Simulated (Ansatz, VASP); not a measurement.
RuRh2 in VASP and in Ansatz

File INCAR:

```
SYSTEM = RuRh2
  PREC = Accurate
  ENCUT = 620
  EDIFF = 1E-6
  ISMEAR = 0
  SIGMA = 0.1
  LREAL = .False.
  LASPH = .True.
  NELM = 120
  ALGO = Normal
  ISIF = 2
  LWAVE = .False.
  LCHARG = .False.
  GGA = PE
  NBANDS = 59
  GGA_COMPAT = .False.
```

File KPOINTS:

```
Automatic mesh
0
Gamma
  6 6 4
  0 0 0
```

POSCAR

```
RuRh2
1.0
    3.8558879683      0.0000000000      0.0000000000
    0.0000000000      3.8558879683      0.0000000000
    0.0000000000      0.0000000000      5.5509946921
Ru Rh
2 4
Direct
    0.0000000000      0.0000000000      0.0000000000
    0.5000000000      0.5000000000      0.5000000000
    0.0000000000      0.5000000000      0.2030000000
    0.0000000000      0.5000000000      0.7030000000
    0.5000000000      0.0000000000      0.2970000000
    0.5000000000      0.0000000000      0.7970000000
```

Input for Ansatz:

```yaml
crystal:
  lattice:
    - [3.8558879683, 0.0, 0.0]
    - [0.0, 3.8558879683, 0.0]
    - [0.0, 0.0, 5.5509946921]
  atoms:
    - { symbol: Ru, position: [0.0, 0.0, 0.0] }
    - { symbol: Ru, position: [0.5, 0.5, 0.5] }
    - { symbol: Rh, position: [0.0, 0.5, 0.203] }
    - { symbol: Rh, position: [0.0, 0.5, 0.703] }
    - { symbol: Rh, position: [0.5, 0.0, 0.297] }
    - { symbol: Rh, position: [0.5, 0.0, 0.797] }
basis:
  ecutwfc: 420
kpoints:
  mp_grid: { grid: [6, 6, 4] }
hamiltonian:
  xc: pbe
scf:
  occupations: { method: gaussian, width: 0.1 }
  lower_state_search: "off"
output:
  forces: true
  stress: true
  eigenvalues: true
```

Alike in both runs: task single point; functional PBE; k mesh 6 × 6 × 4; occupations gaussian, width 0.1 eV; no spin polarisation.

```csv
,VASP,Ansatz
version,VASP 6.6.1,Ansatz 0.2.0
potentials or method,"VASP PAW PBE potentials, release 64 (Ru_sv, Rh_sv_GW), cutoff 620 eV","scalar-relativistic, plane waves, PAW"
valence electrons in the cell,100,100
```

|  | VASP | Ansatz | Ansatz less VASP |
| --- | --- | --- | --- |
| gap on the k mesh at the Fermi level (eV) | none | none | - |
| rms of the force components (eV/Å) | 1.119 | 1.115 | -0.0042 |

Atom by atom the forces differ by 0.004 eV/Å (rms over components). A gap of «none» marks a metal or a gap that the smearing closes. With one functional, cell and mesh, what is left measures potentials, basis and numerics.
